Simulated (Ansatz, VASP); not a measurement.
InSb in VASP and in Ansatz

Contents of INCAR:

```
SYSTEM = InSb
  PREC = Accurate
  ENCUT = 500
  EDIFF = 1E-6
  ISMEAR = 0
  SIGMA = 0.15
  LREAL = .FALSE.
  LASPH = .TRUE.
  NELM = 120
  ALGO = Normal
  ISIF = 2
  LWAVE = .FALSE.
  LCHARG = .TRUE.
  GGA = PS
  LELF = .TRUE.
  LVHAR = .TRUE.
  NBANDS = 16
  GGA_COMPAT = .FALSE.
```

File KPOINTS:

```
Automatic mesh
0
G
  14 14 8
  0 0 0
```

File POSCAR:

```
InSb
1.0
    3.1576362431      0.0000000000      0.0000000000
    0.0000000000      3.0361886953      0.0000000000
    0.0000000000      0.0000000000      6.3402101410
In Sb
1 1
Direct
    0.0000000000      0.0000000000      0.0000000000
    0.0000000000      0.0000000000      0.5000000000
```

Input for Ansatz:

```yaml
crystal:
  lattice:
    - [3.1576362431, 0.0, 0.0]
    - [0.0, 3.0361886953, 0.0]
    - [0.0, 0.0, 6.340210141]
  atoms:
    - { symbol: In, position: [0.0, 0.0, 0.0] }
    - { symbol: Sb, position: [0.0, 0.0, 0.5] }
basis:
  ecutwfc: 420
kpoints:
  mp_grid: { grid: [14, 14, 8] }
hamiltonian:
  xc: pbesol
  pseudopotentials: { kind: paw, azcp: { folder: soft_1 } }
scf:
  occupations: { method: gaussian, width: 0.15 }
output:
  forces: true
  stress: true
  eigenvalues: true
```

Change from the starting cell: normal strain along x +0.0400, normal strain along z +0.0400.

Alike in both runs: task single point; functional PBEsol; k mesh 14 × 14 × 8; occupations gaussian, width 0.15 eV; no spin polarisation.

```csv
,VASP,Ansatz
version,VASP 6.6.1,Ansatz 0.2.0
potentials or method,"VASP PAW PBE potentials, release 64 (In_d, Sb), cutoff 500 eV","scalar-relativistic, plane waves, PAW"
valence electrons in the cell,18,28
```

Ansatz gave:

| Property | Result |
| --- | --- |
| gap on the k mesh at the Fermi level (eV) | none |
| pressure (GPa) | -3.2 |
| traceless stress, the component that is largest in VASP (GPa) | 1.08 |

Question: Which values does VASP return?

Answer: gap on the k mesh at the Fermi level (eV): none; pressure (GPa): -3.2; traceless stress, the component that is largest in VASP (GPa): 1.09.

VASP's potentials were made for PBE, not for PBEsol, and Ansatz warns of the same on its side. A gap of «none» marks a metal or a gap that the smearing closes. VASP's potentials hold 18 valence electrons a cell and Ansatz's 28, so a difference there can come from the potentials and not from the codes.

Neither program's run includes spin-orbit coupling.
